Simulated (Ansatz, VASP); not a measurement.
CdSe: VASP beside Ansatz

```
Cd Se
1.0
     4.59915    0.00000    0.00000
    -2.29958    3.98298    0.00000
     0.00000    0.00000    6.00931
Cd Se
2 2
Direct
  0.33333 0.66667 0.00000
  0.66667 0.33333 0.50000
  0.33333 0.66667 0.50000
  0.66667 0.33333 0.00000
```

Alike in both runs: functional r2SCAN; k mesh 9 × 9 × 6; occupations gaussian, width 0.02 eV; no spin polarisation.

Ansatz relaxed the structure, and its values are those at the end. VASP's run is a single point on that final structure, the one shown.

|  | VASP | Ansatz |
| --- | --- | --- |
| version | VASP 6.6.1 | Ansatz 0.2.0 |
| potentials or method | VASP PAW PBE potentials, release 64 (Cd, Se), cutoff 520 eV | scalar-relativistic, plane waves, PAW |
| valence electrons in the cell | 36 | 72 |

Ansatz gave:

- gap on the k mesh at the Fermi level (eV): 0.72
- least direct gap on the mesh (eV): 0.93
- pressure (GPa): 0.0

**Question.** What did VASP give for the same quantities?

**Answer.** gap on the k mesh at the Fermi level (eV): 0.71; least direct gap on the mesh (eV): 0.90; pressure (GPa): 0.3.

VASP's potentials were made for PBE, not for r2SCAN. The functional is the same, so the differences come from potentials, cutoffs and numerics. VASP's potentials hold 36 valence electrons a cell and Ansatz's 72, so a difference there can come from the potentials and not from the codes.
